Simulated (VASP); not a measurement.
A run of VASP 6.6.1:

INCAR

```
SYSTEM = LiBe16
PREC     = Accurate       ! precision mode
ENCUT    = 520            ! plane-wave cutoff, eV
EDIFF    = 1E-6           ! SCF threshold, eV
ISMEAR   = -1             ! smearing method
SIGMA    = 0.05           ! smearing width, eV
LREAL    = Auto         
LASPH    = .True.         ! aspherical terms in the spheres
NELM     = 60             ! most SCF steps
ALGO     = Normal         ! electronic algorithm
ISIF     = 2              ! what is computed and relaxed
LWAVE    = .False.        ! write WAVECAR
LCHARG   = .True.         ! write CHGCAR
GGA      = PE             ! functional
LELF     = .True.         ! ELF
LVHAR    = .True.       
NBANDS   = 32             ! bands
```

KPOINTS

```
Automatic mesh
0
Gamma
  5 5 3
  0 0 0
```

File POSCAR:

```
LiBe16
1.0
   -2.2900000000     -3.9663960000      0.0000000000
    3.4350000000     -1.9831980000      0.0000000000
    0.0000000000      0.0000000000      7.1768600000
Be Li
16 1
Direct
    0.7664112464      0.5447330681     -0.0070737939
    0.5142383921      0.3984228582      0.2406349240
    0.6914986006      0.2240871028      0.4939274134
    0.5140373696      0.3962222927      0.7465833066
    0.5074315262      0.0393068662     -0.0074631146
    0.2432879205      0.8478804718      0.2370172542
    0.4781588256     -0.1607736798      0.4909239164
    0.2437229554      0.8470440407      0.7463468391
    0.2606773211      0.5284238822     -0.0073223568
    0.0101739565      0.3528594565      0.2383935443
    0.2824200829      0.4455129487      0.4938310080
    0.0090273037      0.3517896021      0.7465171929
    0.0112726489      0.0349506483     -0.0077279115
    0.7560933129      0.9017368396      0.2390840913
    0.0753310370      0.0436745269      0.4918821169
    0.7557363652      0.8995610122      0.7462011440
   -0.1228462645      0.6332496629      0.4922699257
```

Potentials or basis: VASP PAW PBE potentials, release 64 (Be, Li_sv).

Command:

```bash
$ cat potpaw_PBE.64/Be/POTCAR potpaw_PBE.64/Li_sv/POTCAR > POTCAR
$ mpirun -np 1 vasp_std > vasp.out
```

Hardware: 1 thread of Oxide Virtual Turin-like Processor (shared host).

Question: How long does it take, and how much memory?

Answer: Run time: 3.2 min on 1 thread of Oxide Virtual Turin-like Processor, with other jobs on the host, peak memory 0.24 GiB. Counts: scf iterations 14, k points 38.
